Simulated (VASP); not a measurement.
# Sn (Immm) in VASP: notebook, part 2 of 2

VASP 6.6.1. The steps go on from the part before.

## 4. Single point, PBEsol

The input, INCAR:

```
SYSTEM = Sn
ALGO     = Normal         ! electronic algorithm
EDIFF    = 1E-7           ! SCF threshold, eV
ENCUT    = 520            ! plane-wave cutoff, eV
GGA      = PS             ! functional
ISIF     = 2              ! what is computed and relaxed
ISMEAR   = 1              ! smearing method
LASPH    = .True.         ! aspherical terms in the spheres
LCHARG   = .False.        ! write CHGCAR
LREAL    = .False.        ! projectors in reciprocal space
LWAVE    = .False.        ! write WAVECAR
NBANDS   = 13             ! bands
NELM     = 80             ! most SCF steps
PREC     = Accurate       ! precision mode
SIGMA    = 0.1            ! smearing width, eV
```

The input, KPOINTS:

```
k-points
0
Gamma
  12 12 12
  0 0 0
```

The input, POSCAR:

```
Sn
1.0
   -1.7265390000      1.7755470000      2.3383420000
    1.7265390000     -1.7755470000      2.3383420000
    1.7265390000      1.7755470000     -2.3383420000
Sn
1
Direct
    0.0000000000      0.0000000000      0.0000000000
```

Potentials or basis: VASP PAW PBE potentials, release 64 (Sn_d).

Command:

```sh
$ cat potpaw_PBE.64/Sn_d/POTCAR > POTCAR
$ mpirun -np 1 vasp_std > vasp.out
```

OUTCAR:

```text
SYSTEM = Sn
   EDIFF = 1E-7
   ENCUT = 520
   GGA = PS
   ISIF = 2
   ISMEAR = 1
   LASPH = .True.
   LREAL = .False.
   NELM = 80
   PREC = Accurate

 ion  position               nearest neighbor table
   1  0.000  0.000  0.000-

  LATTYP: Found a body centered orthorhombic cell.
 ALAT       =     3.4530780000
 B/A-ratio  =     1.0283851103
 C/A-ratio  =     1.3543522620

  Lattice vectors:

 A1 = (  -1.7265390000,   1.7755470000,   2.3383420000)
 A2 = (   1.7265390000,  -1.7755470000,   2.3383420000)
 A3 = (   1.7265390000,   1.7755470000,  -2.3383420000)

Analysis of symmetry for initial positions (statically):
=====================================================================
 Subroutine PRICEL returns:
 Original cell was already a primitive cell.

 Routine SETGRP: Setting up the symmetry group for a
 body centered orthorhombic supercell.

 Subroutine GETGRP returns: Found  8 space group operations
 (whereof  8 operations were pure point group operations)
 out of a pool of  8 trial point group operations.

The static configuration has the point symmetry D_2h.

Analysis of symmetry for dynamics (positions and initial velocities):
=====================================================================
 Subroutine PRICEL returns:
 Original cell was already a primitive cell.

 Routine SETGRP: Setting up the symmetry group for a
 body centered orthorhombic supercell.

 Subroutine GETGRP returns: Found  8 space group operations
 (whereof  8 operations were pure point group operations)
 out of a pool of  8 trial point group operations.

The dynamic configuration has the point symmetry D_2h.

 Subroutine INISYM returns: Found  8 space group operations
 (whereof  8 operations are pure point group operations),
 and found     1 'primitive' translations

----------------------------------------------------------------------------------------

                                     Primitive cell

  volume of cell :      28.6732

  direct lattice vectors                    reciprocal lattice vectors
    -1.726539000  1.775547000  2.338342000     0.000000000  0.281603359  0.213826720
     1.726539000 -1.775547000  2.338342000     0.289596702  0.000000000  0.213826720
     1.726539000  1.775547000 -2.338342000     0.289596702  0.281603359  0.000000000

  length of vectors
     3.406075069  3.406075069  3.406075069     0.353584952  0.359983494  0.403938983

  position of ions in fractional coordinates (direct lattice)
     0.000000000  0.000000000  0.000000000

  ion indices of the primitive-cell ions
   primitive index   ion index
                 1           1

----------------------------------------------------------------------------------------

 KPOINTS: k-points

Automatic generation of k-mesh.
 Grid dimensions read from file:
 generate k-points for:   12   12   12

 Generating k-lattice:

  Cartesian coordinates                     Fractional coordinates (reciprocal lattice)
     0.000000000  0.023466947  0.017818893     0.083333333 -0.000000000  0.000000000
     0.024133058  0.000000000  0.017818893     0.000000000  0.083333333  0.000000000
     0.024133058  0.023466947  0.000000000     0.000000000 -0.000000000  0.083333333

  Length of vectors
     0.029465413  0.029998624  0.033661582

  Shift w.r.t. Gamma in fractional coordinates (k-lattice)
     0.000000000  0.000000000  0.000000000

 Subroutine IBZKPT returns following result:
 ===========================================

 Found    280 irreducible k-points:

 Following reciprocal coordinates:
            Coordinates               Weight
  0.000000  0.000000  0.000000      1.000000
  0.083333  0.000000 -0.000000      4.000000
  0.166667  0.000000 -0.000000      4.000000
  0.250000  0.000000 -0.000000      4.000000
  0.333333  0.000000  0.000000      4.000000
  0.416667  0.000000 -0.000000      4.000000
[... 16 lines left out ...]
  0.250000  0.166667  0.000000      8.000000
  0.333333  0.166667 -0.000000      8.000000
 [... further k-points ...]
   k-points           NKPTS =    280   k-points in BZ     NKDIM =    280   number of bands    NBANDS=     13
   number of dos      NEDOS =    301   number of ions     NIONS =      1
   total plane-waves  NPLWV =  21952
   dimension x,y,z NGX =    28 NGY =   28 NGZ =   28
   dimension x,y,z NGXF=    56 NGYF=   56 NGZF=   56
   ions per type =               1
   NGX,Y,Z   is equivalent  to a cutoff of  13.67, 13.67, 13.67 a.u.
   NGXF,Y,Z  is equivalent  to a cutoff of  27.33, 27.33, 27.33 a.u.
 SYSTEM =  Sn
   PREC   = accura    normal or accurate (medium, high low for compatibility)
   ISTART =      0    job   : 0-new  1-cont  2-samecut
   ICHARG =      2    charge: 1-file 2-atom 10-const
   ISPIN  =      1    spin polarized calculation?
   LNONCOLLINEAR =      F non collinear calculations
   LSORBIT =      F    spin-orbit coupling
   LASPH  =      T    aspherical Exc in radial PAW
   ENCUT  =  520.0 eV  38.22 Ry    6.18 a.u.   6.33  6.33  6.33*2*pi/ulx,y,z
   NELM   =     80;   NELMIN=  2; NELMDL= -5     # of ELM steps
   EDIFF  = 0.1E-06   stopping-criterion for ELM
   LREAL  =      F    real-space projection
   EDIFFG = 0.1E-05   stopping-criterion for IOM
   NSW    =      0    number of steps for IOM
   IBRION =     -1    ionic relax: 0-MD 1-quasi-New 2-CG
   NFREE  =      0    steps in history (QN), initial steepest desc. (CG)
   ISIF   =      2    stress and relaxation
   ISYM   =      2    0-nonsym 1-usesym 2-fastsym
   POTIM  = 0.5000    time-step for ionic-motion
   TEBEG  =    0.0;   TEEND  =   0.0 temperature during run
   PSTRESS=    0.0 pullay stress
   NELECT =      14.0000    total number of electrons
   NUPDOWN=      -1.0000    fix difference up-down
   EMIN   =  10.00;   EMAX   =-10.00  energy-range for DOS
   EFERMI =   0.00;   METHOD = LEGACY
   ISMEAR =     1;   SIGMA  =   0.10  broadening in eV -4-tet -1-fermi 0-gaus
   EFERMI_NEDOS =   21; number of points for ismear=-14 and -15
   IALGO  =     38    algorithm
   IMIX   =      4    mixing-type and parameters
     AMIX     =   0.40;   BMIX     =  1.00
     AMIX_MAG =   1.60;   BMIX_MAG =  1.00
  volume/ion in A,a.u.               =      28.67       193.50
  Fermi-wavevector in a.u.,A,eV,Ry     =   1.289116  2.436076 22.610433  1.661820
  Thomas-Fermi vector in A             =   2.421028
   LORBIT       =      0    0 simple, 1 ext, 2 COOP (PROOUT), +10 PAW based schemes
   GGA     = PS    functional components
   LHFCALC =     F    Hartree Fock is set to
   AEXX    =    0.0000 exact exchange contribution
   IVDW    =     0    specifies the selected vdW correction
   LEPSILON=     F    determine dielectric tensor
   LRPA    =     F    only Hartree local field effects (RPA)
 non-spin polarized calculation
 Methfessel and Paxton  Order N= 1 SIGMA  =   0.10
  energy-cutoff  :      520.00
  volume of cell :       28.67
 maximum number of plane-waves:       789
 NGX is ok and might be reduce to    28
   NGX = 13   NGY = 13   NGZ = 13

 number of electron      13.9999998 magnetization

 Free energy of the ion-electron system (eV)
  ---------------------------------------------------
  ext. energy  EPLUGINS =         0.00000000
  ---------------------------------------------------
  free energy    TOTEN  =        -4.19803600 eV

  energy without entropy =       -4.19805616  energy(sigma->0) =       -4.19804272

 E-fermi :   7.3530     XC(G=0): -10.2541

 val. band max:        7.3379811498   @ k =   0.2500   0.0833  -0.0000
 cond. band min:       7.3811529679   @ k =   0.4167  -0.4167   0.1667
 fundamental gap:      0.0431718180
 Fermi energy:         7.3530159791

 k-point     1 :       0.0000    0.0000    0.0000
  band No.  band energies     occupation
      1     -14.1012      2.00000
      2     -14.0880      2.00000
      3     -14.0643      2.00000
      4     -14.0346      2.00000
      5     -14.0031      2.00000
      6      -3.4242      2.00000
      7      14.3663      0.00000
      8      14.5057      0.00000
      9      14.9114      0.00000
     10      17.9753      0.00000
     11      18.4878      0.00000
     12      18.9908      0.00000
     13      19.1547      0.00000
[... 353 lines left out ...]
 k-point    24 :       0.3333    0.1667   -0.0000
  band No.  band energies     occupation
      1     -14.0839      2.00000
      2     -14.0644      2.00000
      3     -14.0443      2.00000
      4     -13.9876      2.00000
      5     -13.9662      2.00000
      6      -0.0543      2.00000
      7       4.8804      2.00000
      8       9.2607     -0.00000
      9      12.7975      0.00000
     10      16.0687      0.00000
     11      19.0565      0.00000
     12      19.8942      0.00000
     13      21.9265      0.00000

 [... further k-points ...]
[... 5 lines left out ...]
  --------------------------------------------------------------------------------------
  -------------------------------------------------------------------------------------
  Total       -0.5835830     -0.7188423     -0.7511205      0.0000000      0.0000000      0.0000000
  in kB      -32.6089387    -40.1668333    -41.9704469      0.0000000      0.0000000      0.0000000
  external PRESSURE =     -38.2487396 kB  Pullay stress =       0.0000000 kB

 VOLUME and BASIS-vectors are now :
 -----------------------------------------------------------------------------
  energy-cutoff  :      520.00
  volume of cell :       28.67
      direct lattice vectors                 reciprocal lattice vectors
    -1.726539000  1.775547000  2.338342000     0.000000000  0.281603359  0.213826720
     1.726539000 -1.775547000  2.338342000     0.289596702  0.000000000  0.213826720
     1.726539000  1.775547000 -2.338342000     0.289596702  0.281603359  0.000000000

 POSITION                                       TOTAL-FORCE (eV/Angst)
 -----------------------------------------------------------------------------------
      0.00000      0.00000      0.00000         0.000000      0.000000      0.000000
 -----------------------------------------------------------------------------------
    total drift:                               -0.000000     -0.000000     -0.000000

  FREE ENERGIE OF THE ION-ELECTRON SYSTEM (eV)
  ---------------------------------------------------
  free  energy   TOTEN  =        -4.1980360029 eV

  energy  without entropy=       -4.1980561574  energy(sigma->0) =       -4.19804272
```

Wall time 36 s (1 thread of Intel Xeon 6975P-C (Granite Rapids), shared host); peak memory 0.23 GiB.

Results:

- Free energy: -4.1980 eV
- Pressure: -3.8 GPa
- Band gap on the k mesh: zero (band 7 reaches 14.37 eV, above the bottom of band 8 at 5.43 eV)

Stress tensor (GPa, compression positive):
```
-3.26  0.00  0.00
 0.00 -4.02  0.00
 0.00  0.00 -4.20
```

Levels at points of the mesh, in eV from the Fermi level:
```tsv
k point	band 4	band 5	band 6	band 7	band 8	band 9	band 10	band 11
(0.00, 0.00, 0.00)	-21.39	-21.36	-10.78	7.01	7.15	7.56	10.62	11.13
(0.50, 0.00, 0.00)	-21.32	-21.30	-6.85	-4.40	5.23	5.98	9.68	10.08
(0.00, 0.50, 0.00)	-21.31	-21.30	-6.60	-4.34	4.81	5.68	9.19	9.66
(0.50, 0.50, 0.00)	-21.30	-21.28	-5.23	-3.57	2.06	2.43	5.51	5.92
(0.50, 0.50, 0.50)	-21.28	-21.28	-4.47	-3.08	1.21	1.84	4.61	5.46
```

Caveat: the PAW data sets were made with another functional, which shifts forces and pressure a little; spin-orbit coupling is left out, which moves the levels of the heavy elements.

## 5. Single point, PBEsol

The input, INCAR:

```
ALGO = Fast ; EDIFF = 1E-6
ENCUT = 520 ; GGA = PS
ISIF = 2 ; ISMEAR = 1
LASPH = True ; LCHARG = True
LELF = True ; LREAL = False
LVHAR = True ; LWAVE = False
NBANDS = 13 ; NELM = 100
PREC = Accurate ; SIGMA = 0.1
```

The input, KPOINTS:

```
k-points
0
Gamma
  15 15 15
```

POSCAR is that of step 4.

Command:

```sh
$ cat potpaw_PBE.64/Sn_d/POTCAR > POTCAR
$ mpirun -np 1 vasp_std > vasp.out
```

It took 83 s on 1 thread of Intel Xeon 6975P-C (Granite Rapids), shared host; peak memory 0.29 GiB.

It converged, with:

- Free energy: -4.2077 eV
- Pressure: -3.6 GPa
- Band gap on the k mesh: zero (band 7 reaches 14.37 eV, above the bottom of band 8 at 5.43 eV)

Stress tensor (GPa, compression positive):
```
-4.05  0.00  0.00
 0.00 -3.59  0.00
 0.00  0.00 -3.18
```

Levels at points of the mesh, in eV from the Fermi level:
```
           k point  band 3  band 4  band 5  band 6  band 7  band 8  band 9  band 10  band 11  band 12
(0.00, 0.00, 0.00)  -21.43  -21.40  -21.36  -10.79    7.00    7.14    7.54    10.61    11.12    11.62
```

Caveat: the PAW data sets were made with another functional, which shifts forces and pressure a little; spin-orbit coupling is left out, which moves the levels of the heavy elements.

## 6. The runs side by side

```tsv
k mesh	gap on the mesh (eV)	pressure (GPa)
8 × 8 × 8	none	-3.8
10 × 10 × 10	none	-3.7
12 × 12 × 12	none	-3.8
15 × 15 × 15	none	-3.6
```

Alike in all rows: task single point; level PBEsol; potentials or basis VASP PAW PBE potentials, release 64 (Sn_d); no spin polarisation; cell as given; cutoff (eV) 520; smearing methfessel-paxton 0.1 eV.

Every run on the cell as given and a fine mesh finds a metal.

Caveats: the PAW data sets were made with another functional, which shifts forces and pressure a little; spin-orbit coupling is left out, which moves the levels of the heavy elements.

Total energies depend on the potentials used, so only differences within one code and one set of settings carry meaning.
